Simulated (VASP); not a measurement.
Write the native input for VASP 6.6.1 that does the following.

* Task: single point
* Functional: PBEsol
* Potentials or basis: VASP PAW PBE potentials, release 64 (Ti_sv, N)
* Cutoff: 520 eV
* k mesh: 20 × 20 × 20
* Occupations: gaussian, width 0.15 eV
* Spin: collinear spin, ferromagnetic start
* Starting moments: [1.0, 0.0] μB
* Fixed moment: 1 μB
* Dipole correction: no
* Further INCAR settings: ALGO = Normal; EDIFF = 1e-06; NBANDS = 20

The structure of TiN lies in POSCAR:

```
TiN
1.0
    0.0000000000      2.1565869739      2.1565869739
    2.1565869739      0.0000000000      2.1565869739
    2.1565869739      2.1565869739      0.0000000000
Ti N
1 1
Direct
    0.0000000000      0.0000000000      0.0000000000
    0.5000000000      0.5000000000      0.5000000000
```

These files were run (other wordings do the same):

INCAR

```
SYSTEM = TiN
PREC = Accurate ; ENCUT = 520
EDIFF = 1E-6 ; ISMEAR = 0
SIGMA = 0.15 ; LREAL = .FALSE.
LASPH = .TRUE. ; NELM = 150
ALGO = Normal ; ISIF = 2
LWAVE = .FALSE. ; LCHARG = .FALSE.
ISPIN = 2 ; MAGMOM = 1 0
LORBIT = 11 ; NUPDOWN = 1.0
LMAXMIX = 4 ; GGA = PS
NBANDS = 20
```

KPOINTS

```
regular mesh
0
G
  20 20 20
  0 0 0
```

Potentials or basis: VASP PAW PBE potentials, release 64 (Ti_sv, N).

The run is started by

```console
$ cat potpaw_PBE.64/Ti_sv/POTCAR potpaw_PBE.64/N/POTCAR > POTCAR
$ mpirun -np 1 vasp_std > vasp.out
```

It gave:

```
Pressure                                              : -11.6 GPa
Net moment                                            : 1.00 μB per cell
Site moments                                          : Ti +0.76; N +0.05 μB
Valence electrons inside the program's atomic spheres : Ti 10.32; N 3.70
```

Caveat: the PAW data sets were made with another functional, which shifts forces and pressure a little; the total moment is fixed, so each spin has its own Fermi level.

It took 110 s on 1 thread of AMD EPYC 9R45 96-Core Processor (Zen 5), with other jobs on the host, peak memory 0.24 GiB.
